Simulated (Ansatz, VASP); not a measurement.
## One calculation of SiC, two programs

```xyz
4
Lattice="3.0752 0.0000 0.0269 -1.5376 2.6632 -0.0135 0.0442 0.0000 5.0482" Properties=species:S:1:pos:R:3 pbc="T T T"
Si    0.0002    1.7755    0.0232
Si    1.5599    0.8877    2.5608
C     0.0168    1.7755    1.9203
C     1.5765    0.8877    4.4578
```

Change from the starting cell: strain +0.0175 x Voigt [0, 0, 0, 0, 1, 0], atoms carried along.

Alike in both runs: task single point; functional r2SCAN; k mesh 12 × 12 × 6; occupations gaussian, width 0.05 eV; no spin polarisation.

|  | VASP | Ansatz |
| --- | --- | --- |
| version | VASP 6.6.1 | Ansatz 0.2.0 |
| potentials or method | VASP PAW PBE potentials, release 64 (Si, C), cutoff 520 eV | scalar-relativistic, plane waves, PAW |
| valence electrons in the cell | 16 | 16 |

Ansatz gave:

```
gap on the k mesh at the Fermi level (eV)                     : 2.63
least direct gap on the mesh (eV)                             : 4.48
pressure (GPa)                                                : 0.0
traceless stress, the component that is largest in VASP (GPa) : -3.09
rms of the force components (eV/Å)                            : 0.056
```

Estimate VASP's values.

gap on the k mesh at the Fermi level (eV): 2.64; least direct gap on the mesh (eV): 4.49; pressure (GPa): -0.1; traceless stress, the component that is largest in VASP (GPa): -3.10; rms of the force components (eV/Å): 0.055.

VASP's potentials were made for PBE, not for r2SCAN. Atom by atom the forces differ by 0.000 eV/Å (rms over components). The functional is the same, so the differences come from potentials, cutoffs and numerics.
